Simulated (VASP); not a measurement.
Input of a VASP 6.6.1 run:

Contents of INCAR:

```
PREC = Accurate ; ENCUT = 600
EDIFF = 1E-7 ; ISMEAR = -1
SIGMA = 0.1 ; LREAL = False
LASPH = True ; NELM = 100
ALGO = Normal ; ISIF = 3
LWAVE = False ; LCHARG = False
GGA = PE ; IBRION = 2
NSW = 80 ; EDIFFG = -0.01
```

Contents of KPOINTS:

```
Automatic mesh
0
Gamma
  13 13 13
```

Contents of POSCAR:

```
Ag
1.0
    0.0000000000      2.0431000000      2.0431000000
    2.0431000000      0.0000000000      2.0431000000
    2.0431000000      2.0431000000      0.0000000000
Ag
1
Direct
    0.0000000000      0.0000000000      0.0000000000
```

Potentials or basis: VASP PAW PBE potentials, release 64 (Ag).

Run with:

```bash
$ cat potpaw_PBE.64/Ag/POTCAR > POTCAR
$ mpirun -np 1 vasp_std > vasp.out
```

(1) Predict the relaxed volume.

(2) What does it give for the relaxed cell?

Answers

(1) 17.80 Å³/atom.

(2) a = 2.931 Å, b = 2.931 Å, c = 2.931 Å, α = 60.00°, β = 60.00°, γ = 60.00°.
